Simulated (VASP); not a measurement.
Here is a VASP 6.6.1 calculation.

The input POSCAR:

```
BaTiO3
1.0
    3.9940964053      0.0000000000      0.0000000000
    0.0000000000      3.9940964053      0.0000000000
    0.0000000000      0.0000000000      3.9940964053
Ba Ti O
1 1 3
Direct
    0.0000000000      0.0000000000      0.0000000000
    0.5000000000      0.5000000000      0.5000000000
    0.5000000000      0.0000000000      0.5000000000
    0.5000000000      0.5000000000      0.0000000000
    0.0000000000      0.5000000000      0.5000000000
```

File INCAR.step1:

```
SYSTEM = BaTiO3
  ALGO = Normal
  EDIFF = 1E-5
  ENCUT = 520
  GGA = PE
  ISIF = 2
  ISMEAR = 0
  LASPH = .True.
  LCHARG = .False.
  LREAL = .False.
  LWAVE = .True.
  NBANDS = 28
  NELM = 80
  PREC = Accurate
  SIGMA = 0.01
```

Contents of INCAR.step2:

```
SYSTEM = BaTiO3
  ALGO = Normal
  EDIFF = 1E-7
  ENCUT = 520
  GGA = PE
  HFSCREEN = 0.2079
  ISIF = 2
  ISMEAR = 0
  ISTART = 1
  LASPH = .True.
  LCHARG = .False.
  LHFCALC = .True.
  LREAL = .False.
  LWAVE = .False.
  NBANDS = 28
  NELM = 80
  PREC = Accurate
  PRECFOCK = Fast
  SIGMA = 0.01
```

Contents of KPOINTS:

```
k-points
0
Gamma
  4 4 4
  0 0 0
```

Potentials or basis: VASP PAW PBE potentials, release 64 (Ba_sv, Ti_sv, O).

The run is started by

```sh
$ cat potpaw_PBE.64/Ba_sv/POTCAR potpaw_PBE.64/Ti_sv/POTCAR potpaw_PBE.64/O/POTCAR > POTCAR
$ cp INCAR.step1 INCAR
$ mpirun -np 1 vasp_std > vasp.out
$ cp INCAR.step2 INCAR
$ mpirun -np 1 vasp_std > vasp.out
```

Task: What does it give for the band gap on the k mesh?

Result: 3.14 eV (least direct gap 3.26 eV).

Task: Estimate the pressure.

Result: -0.6 GPa.

Caveat: the PAW data sets were made with another functional, which shifts forces and pressure a little; spin-orbit coupling is left out, which moves the levels of the heavy elements. A k mesh can miss the band edges.
